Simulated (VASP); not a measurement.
# Pb (P6_3/mmc) in VASP: single point with PBE

Aim: the single point of Pb with PBE.

All numbers are computed with VASP 6.6.1; they aren't measurements. Logs are shortened: lines on timing, memory, paths and dates and some standing lists are left out, and cuts for length are marked.

## Step 1: The cell of the first run

Symmetry: P6_3/mmc, No. 194, hexagonal system. Conventional cell: a = 2.613 Å, b = 2.613 Å, c = 4.305 Å, α = 90.00°, β = 90.00°, γ = 120.00°. Pb (site symmetry -6m2) has 12 Pb at 2.61 to 2.63 Å within 3.4 Å.

This isn't the form of Pb at room conditions, which is fcc.

## Step 2: Single point, PBE (12.73 Å³/atom)

POSCAR reads:

```
Pb
1.0
    2.6133745903      0.0000000000      0.0000000000
   -1.3066872952      2.2632487848      0.0000000000
    0.0000000000      0.0000000000      4.3046887295
Pb
2
Direct
    0.3333333333      0.6666666667      0.2500000000
    0.6666666667      0.3333333333      0.7500000000
```

INCAR.step1 reads:

```
SYSTEM = Pb
  PREC = Accurate
  ENCUT = 520
  EDIFF = 1E-7
  ISMEAR = -1
  SIGMA = 0.05
  LREAL = .FALSE.
  LASPH = .TRUE.
  NELM = 80
  ALGO = Normal
  ISIF = 2
  LWAVE = .FALSE.
  LCHARG = .TRUE.
  GGA = PE
  NBANDS = 21
```

KPOINTS.step1 reads:

```
regular mesh
0
G
  14 14 8
  0 0 0
```

INCAR.step2 reads:

```
SYSTEM = Pb
  PREC = Accurate
  ENCUT = 520
  EDIFF = 1E-7
  ISMEAR = -5
  SIGMA = 0.05
  LREAL = .FALSE.
  LASPH = .TRUE.
  NELM = 80
  ALGO = Normal
  ISIF = 2
  LWAVE = .FALSE.
  LCHARG = .FALSE.
  GGA = PE
  LORBIT = 11
  NBANDS = 21
  NEDOS = 2001
  ICHARG = 11
```

KPOINTS.step2 reads:

```
regular mesh
0
G
  21 21 12
  0 0 0
```

Potentials or basis: VASP PAW PBE potentials, release 64 (Pb_d).

On the command line:

```
$ cat potpaw_PBE.64/Pb_d/POTCAR > POTCAR
$ cp INCAR.step1 INCAR
$ cp KPOINTS.step1 KPOINTS
$ mpirun -np 1 vasp_std > vasp.out
$ cp INCAR.step2 INCAR
$ cp KPOINTS.step2 KPOINTS
$ mpirun -np 1 vasp_std > vasp.out
```

OUTCAR:

```text
SYSTEM = Pb
   PREC = Accurate
   ENCUT = 520
   EDIFF = 1E-7
   ISMEAR = -5
   LREAL = .FALSE.
   LASPH = .TRUE.
   NELM = 80
   ISIF = 2
   GGA = PE
   LORBIT = 11
   ICHARG = 11

 ion  position               nearest neighbor table
   1  0.333  0.667  0.250-   2 2.63   2 2.63   2 2.63   2 2.63   2 2.63   2 2.63   2 3.71   2 3.71
                             2 3.71   2 3.71   2 3.71   2 3.71
   2  0.667  0.333  0.750-   1 2.63   1 2.63   1 2.63   1 2.63   1 2.63   1 2.63   1 3.71   1 3.71
                             1 3.71   1 3.71   1 3.71   1 3.71

  LATTYP: Found a hexagonal cell.
 ALAT       =     2.6133745903
 C/A-ratio  =     1.6471763158

  Lattice vectors:

 A1 = (   2.6133745903,   0.0000000000,   0.0000000000)
 A2 = (  -1.3066872952,   2.2632487848,   0.0000000000)
 A3 = (   0.0000000000,   0.0000000000,   4.3046887295)

Analysis of symmetry for initial positions (statically):
=====================================================================
 Subroutine PRICEL returns:
 Original cell was already a primitive cell.

 Routine SETGRP: Setting up the symmetry group for a
 hexagonal supercell.

 Subroutine GETGRP returns: Found 24 space group operations
 (whereof 12 operations were pure point group operations)
 out of a pool of 24 trial point group operations.

The static configuration has the point symmetry D_3d.
 The point group associated with its full space group is D_6h.

Analysis of symmetry for dynamics (positions and initial velocities):
=====================================================================
 Subroutine PRICEL returns:
 Original cell was already a primitive cell.

 Routine SETGRP: Setting up the symmetry group for a
 hexagonal supercell.

 Subroutine GETGRP returns: Found 24 space group operations
 (whereof 12 operations were pure point group operations)
 out of a pool of 24 trial point group operations.

The dynamic configuration has the point symmetry D_3d.
 The point group associated with its full space group is D_6h.

 Subroutine INISYM returns: Found 24 space group operations
 (whereof 12 operations are pure point group operations),
 and found     1 'primitive' translations

----------------------------------------------------------------------------------------

                                     Primitive cell

  volume of cell :      25.4610

  direct lattice vectors                    reciprocal lattice vectors
     2.613374590  0.000000000  0.000000000     0.382647020  0.220921360  0.000000000
    -1.306687295  2.263248785  0.000000000     0.000000000  0.441842720  0.000000000
     0.000000000  0.000000000  4.304688729     0.000000000  0.000000000  0.232304834

  length of vectors
     2.613374590  2.613374590  4.304688729     0.441842720  0.441842720  0.232304834

  position of ions in fractional coordinates (direct lattice)
     0.333333333  0.666666667  0.250000000
     0.666666667  0.333333333  0.750000000

  ion indices of the primitive-cell ions
   primitive index   ion index
                 1           1
                 2           2

----------------------------------------------------------------------------------------

 KPOINTS: regular mesh

Automatic generation of k-mesh.
 Grid dimensions read from file:
 generate k-points for:   21   21   12

 Generating k-lattice:

  Cartesian coordinates                     Fractional coordinates (reciprocal lattice)
     0.018221287  0.010520065  0.000000000     0.047619048  0.000000000  0.000000000
     0.000000000  0.021040130  0.000000000     0.000000000  0.047619048  0.000000000
     0.000000000  0.000000000  0.019358736     0.000000000  0.000000000  0.083333333

  Length of vectors
     0.021040130  0.021040130  0.019358736

  Shift w.r.t. Gamma in fractional coordinates (k-lattice)
     0.000000000  0.000000000  0.000000000

 TETIRR: Found   5376 inequivalent tetrahedra from    31752

 Subroutine IBZKPT returns following result:
 ===========================================

 Found    336 irreducible k-points:

 Following reciprocal coordinates:
            Coordinates               Weight
  0.000000  0.000000  0.000000      1.000000
  0.047619 -0.000000  0.000000      6.000000
  0.095238  0.000000  0.000000      6.000000
  0.142857  0.000000  0.000000      6.000000
  0.190476  0.000000  0.000000      6.000000
  0.238095  0.000000  0.000000      6.000000
[... 16 lines left out ...]
  0.142857  0.095238  0.000000     12.000000
  0.190476  0.095238  0.000000     12.000000
 [... further k-points ...]
   k-points           NKPTS =    336   k-points in BZ     NKDIM =    336   number of bands    NBANDS=     21
   number of dos      NEDOS =   2001   number of ions     NIONS =      2
   total plane-waves  NPLWV =  12800
   dimension x,y,z NGX =    20 NGY =   20 NGZ =   32
   dimension x,y,z NGXF=    40 NGYF=   40 NGZF=   64
   ions per type =               2
   NGX,Y,Z   is equivalent  to a cutoff of  12.72, 12.72, 12.36 a.u.
   NGXF,Y,Z  is equivalent  to a cutoff of  25.45, 25.45, 24.72 a.u.
 SYSTEM =  Pb
   PREC   = accura    normal or accurate (medium, high low for compatibility)
   ISTART =      0    job   : 0-new  1-cont  2-samecut
   ICHARG =     11    charge: 1-file 2-atom 10-const
   ISPIN  =      1    spin polarized calculation?
   LNONCOLLINEAR =      F non collinear calculations
   LSORBIT =      F    spin-orbit coupling
   LASPH  =      T    aspherical Exc in radial PAW
   ENCUT  =  520.0 eV  38.22 Ry    6.18 a.u.   4.86  4.86  8.00*2*pi/ulx,y,z
   NELM   =     80;   NELMIN=  2; NELMDL=  0     # of ELM steps
   EDIFF  = 0.1E-06   stopping-criterion for ELM
   LREAL  =      F    real-space projection
   EDIFFG = 0.1E-05   stopping-criterion for IOM
   NSW    =      0    number of steps for IOM
   IBRION =     -1    ionic relax: 0-MD 1-quasi-New 2-CG
   NFREE  =      0    steps in history (QN), initial steepest desc. (CG)
   ISIF   =      2    stress and relaxation
   ISYM   =      2    0-nonsym 1-usesym 2-fastsym
   POTIM  = 0.5000    time-step for ionic-motion
   TEBEG  =    0.0;   TEEND  =   0.0 temperature during run
   PSTRESS=    0.0 pullay stress
   NELECT =      28.0000    total number of electrons
   NUPDOWN=      -1.0000    fix difference up-down
   EMIN   =  10.00;   EMAX   =-10.00  energy-range for DOS
   EFERMI =   0.00;   METHOD = LEGACY
   ISMEAR =    -5;   SIGMA  =   0.05  broadening in eV -4-tet -1-fermi 0-gaus
   EFERMI_NEDOS =   21; number of points for ismear=-14 and -15
   IALGO  =     38    algorithm
   IMIX   =      4    mixing-type and parameters
     AMIX     =   0.40;   BMIX     =  1.00
     AMIX_MAG =   1.60;   BMIX_MAG =  1.00
  volume/ion in A,a.u.               =      12.73        85.91
  Fermi-wavevector in a.u.,A,eV,Ry     =   1.689801  3.193261 38.850456  2.855428
  Thomas-Fermi vector in A             =   2.771863
   LORBIT       =     11    0 simple, 1 ext, 2 COOP (PROOUT), +10 PAW based schemes
   GGA     = PE    functional components
   LHFCALC =     F    Hartree Fock is set to
   AEXX    =    0.0000 exact exchange contribution
   IVDW    =     0    specifies the selected vdW correction
   LEPSILON=     F    determine dielectric tensor
   LRPA    =     F    only Hartree local field effects (RPA)
 non-spin polarized calculation
 Fermi weights with tetrahedron method with Bloechl corrections
  energy-cutoff  :      520.00
  volume of cell :       25.46
 maximum number of plane-waves:       708
 NGX is ok and might be reduce to    20

 number of electron      28.0000006 magnetization

 Free energy of the ion-electron system (eV)
  ---------------------------------------------------
  ext. energy  EPLUGINS =         0.00000000
  ---------------------------------------------------
  free energy    TOTEN  =         9.82095399 eV

  energy without entropy =        9.82095399  energy(sigma->0) =        9.82095399

 E-fermi :  23.7078     XC(G=0): -15.1308

 val. band max:       24.0180677616   @ k =   0.2381   0.2381   0.2500
 cond. band min:      23.3591960645   @ k =   0.3810   0.2381   0.0000
 fundamental gap:     -0.6588716971
 Fermi energy:        23.7077670164

 k-point     1 :       0.0000    0.0000    0.0000
  band No.  band energies     occupation
      1       0.9095      2.00000
      2       1.0415      2.00000
      3       2.4981      2.00000
      4       2.6780      2.00000
      5       2.6780      2.00000
      6       2.9491      2.00000
[... 13 lines left out ...]
     20      38.0898      0.00000
     21      38.5308      0.00000

 k-point     2 :       0.0476   -0.0000    0.0000
  band No.  band energies     occupation
      1       0.9577      2.00000
      2       1.1271      2.00000
      3       2.4608      2.00000
      4       2.7192      2.00000
      5       2.7245      2.00000
      6       2.9356      2.00000
[... 13 lines left out ...]
     20      38.1619      0.00000
     21      39.0189      0.00000

 k-point     3 :       0.0952    0.0000    0.0000
  band No.  band energies     occupation
      1       1.0894      2.00000
      2       1.3669      2.00000
      3       2.3863      2.00000
      4       2.8063      2.00000
      5       2.8617      2.00000
      6       2.9252      2.00000
[... 13 lines left out ...]
     20      38.3932      0.00000
     21      39.5671      0.00000
[... 457 lines left out ...]
 k-point    23 :       0.1429    0.0952    0.0000
  band No.  band energies     occupation
      1       1.5124      2.00000
      2       1.9403      2.00000
      3       2.4497      2.00000
      4       2.8364      2.00000
      5       2.8477      2.00000
      6       3.0227      2.00000
[... 13 lines left out ...]
     20      36.6891      0.00000
     21      36.8004      0.00000

 k-point    24 :       0.1905    0.0952    0.0000
  band No.  band energies     occupation
      1       1.5093      2.00000
      2       1.9426      2.00000
      3       2.5094      2.00000
      4       2.6340      2.00000
      5       2.9082      2.00000
      6       3.0266      2.00000
[... 13 lines left out ...]
     20      35.5105      0.00000
     21      36.8065      0.00000

 [... further k-points ...]

------------------------ aborting loop because EDIFF is reached ----------------------------------------

  FORCE on cell =-STRESS in cart. coord.  units (eV):
  Direction    XX          YY          ZZ          XY          YZ          ZX
  --------------------------------------------------------------------------------------
  -------------------------------------------------------------------------------------
  Total       55.9875049     55.9875049     54.7362183     -0.0000000      0.0000000     -0.0000000
  in kB     3523.1082137   3523.1082137   3444.3688924     -0.0000001      0.0000000     -0.0000000
  external PRESSURE =    3496.8617733 kB  Pullay stress =       0.0000000 kB

 VOLUME and BASIS-vectors are now :
 -----------------------------------------------------------------------------
  energy-cutoff  :      520.00
  volume of cell :       25.46
      direct lattice vectors                 reciprocal lattice vectors
     2.613374590  0.000000000  0.000000000     0.382647020  0.220921360  0.000000000
    -1.306687295  2.263248785  0.000000000     0.000000000  0.441842720  0.000000000
     0.000000000  0.000000000  4.304688729     0.000000000  0.000000000  0.232304834

 POSITION                                       TOTAL-FORCE (eV/Angst)
 -----------------------------------------------------------------------------------
     -0.00000      1.50883      1.07617         0.000000      0.000000      0.000000
      1.30669      0.75442      3.22852        -0.000000     -0.000000      0.000000
 -----------------------------------------------------------------------------------
    total drift:                               -0.000000      0.000000      0.000000

  FREE ENERGIE OF THE ION-ELECTRON SYSTEM (eV)
  ---------------------------------------------------
  free  energy   TOTEN  =         9.8209539896 eV

  energy  without entropy=        9.8209539896  energy(sigma->0) =        9.82095399

 total charge

# of ion       s       p       d       tot
------------------------------------------
    1        1.495   1.686  10.107  13.289
    2        1.495   1.686  10.107  13.289
--------------------------------------------------
tot          2.991   3.373  20.215  26.578
```

Wall time 3.8 min (1 thread of Intel Xeon 8259CL, shared host); peak memory 0.26 GiB.

Results:

```
Valence electrons inside the program's atomic spheres : Pb 13.29
```

Levels at points of the mesh, in eV from the Fermi level:
```tsv
k point	band 10	band 11	band 12	band 13	band 14	band 15	band 16	band 17	band 18	band 19
(0.00, 0.00, 0.00)	-18.80	-18.80	-11.69	-9.41	6.73	8.37	9.04	10.83	10.83	14.37
(0.00, 0.00, 0.50)	-19.28	-19.27	-19.27	1.86	1.86	6.98	6.98	11.15	11.15	11.15
```

Caveat: spin-orbit coupling is left out, which moves the levels of the heavy elements; tetrahedron occupations give inexact forces and stress in metals.
